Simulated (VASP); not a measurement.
## Ca: single point with PBE

Crystal: Ca.

```xyz
4
Lattice="3.9055 0.0000 0.0000 -1.9528 3.3823 0.0000 0.0000 0.0000 12.8101" Properties=species:S:1:pos:R:3 pbc="T T T"
Ca    0.0000    0.0000    0.0000
Ca    0.0000    0.0000    6.4050
Ca    0.0000    2.2549    3.2025
Ca    1.9528    1.1274    9.6076
```

This isn't the form of Ca at room conditions, which is fcc.

```
Program             : VASP 6.6.1
Task                : single point
Functional          : PBE
Potentials or basis : VASP PAW PBE potentials, release 64 (Ca_sv)
Cutoff              : 520 eV
k mesh              : 12 × 12 × 4
Occupations         : fermi-dirac, width 0.1 eV
Spin                : no spin polarisation
```

```json
{
 "Pressure": "0.0 GPa",
 "Band gap on the k mesh": "zero (bands 20 and 21 overlap by 0.46 eV)"
}
```

Levels at points of the mesh, in eV from the Fermi level:
| k point | band 16 | band 17 | band 18 | band 19 | band 20 | band 21 | band 22 | band 23 | band 24 | band 25 |
| --- | --- | --- | --- | --- | --- | --- | --- | --- | --- | --- |
| (0.00, 0.00, 0.00) | -22.94 | -4.04 | -3.03 | -3.03 | -1.02 | -0.20 | 1.39 | 1.40 | 2.23 | 2.23 |
| (0.50, 0.00, 0.00) | -22.96 | -1.06 | -0.82 | -0.67 | -0.56 | -0.01 | 0.09 | 0.46 | 0.46 | 1.21 |
| (0.00, 0.00, 0.50) | -22.95 | -3.78 | -3.78 | -1.94 | -1.94 | 0.56 | 0.56 | 2.04 | 2.04 | 2.29 |
| (0.50, 0.00, 0.50) | -22.97 | -0.95 | -0.95 | -0.63 | -0.63 | 0.08 | 0.08 | 0.48 | 0.48 | 1.15 |

Run time: 2.4 min on 1 thread of AMD EPYC 9R45 96-Core Processor (Zen 5), on a shared host, peak memory 0.36 GiB.
